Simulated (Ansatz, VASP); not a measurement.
**Two plane-wave programs on TaN**

```
Ta N
1.0
     2.91709    0.00000    0.00000
    -1.45855    2.52628    0.00000
     0.00000    0.00000    5.91492
Ta N
2 2
Direct
  0.00000 0.00000 0.00000
  0.00000 0.00000 0.50000
  0.33333 0.66667 0.25000
  0.66667 0.33333 0.75000
```

Alike in both runs: functional PBE; k mesh 18 × 18 × 8; occupations gaussian, width 0.1 eV; no spin polarisation.

Ansatz relaxed the structure, and its values are those at the end. VASP's run is a single point on that final structure, the one shown.

|  | VASP | Ansatz |
| --- | --- | --- |
| version | VASP 6.6.1 | Ansatz 0.2.0 |
| potentials or method | VASP PAW PBE potentials, release 64 (Ta_pv, N), cutoff 520 eV | scalar-relativistic, plane waves, PAW |
| valence electrons in the cell | 32 | 36 |

|  | VASP | Ansatz | Ansatz less VASP |
| --- | --- | --- | --- |
| gap on the k mesh at the Fermi level (eV) | none | none | - |
| pressure (GPa) | 0.7 | 0.0 | -0.70 |

A gap of «none» marks a metal or a gap that the smearing closes. VASP's potentials hold 32 valence electrons a cell and Ansatz's 36, so a difference there can come from the potentials and not from the codes.

Neither program's run includes spin-orbit coupling.
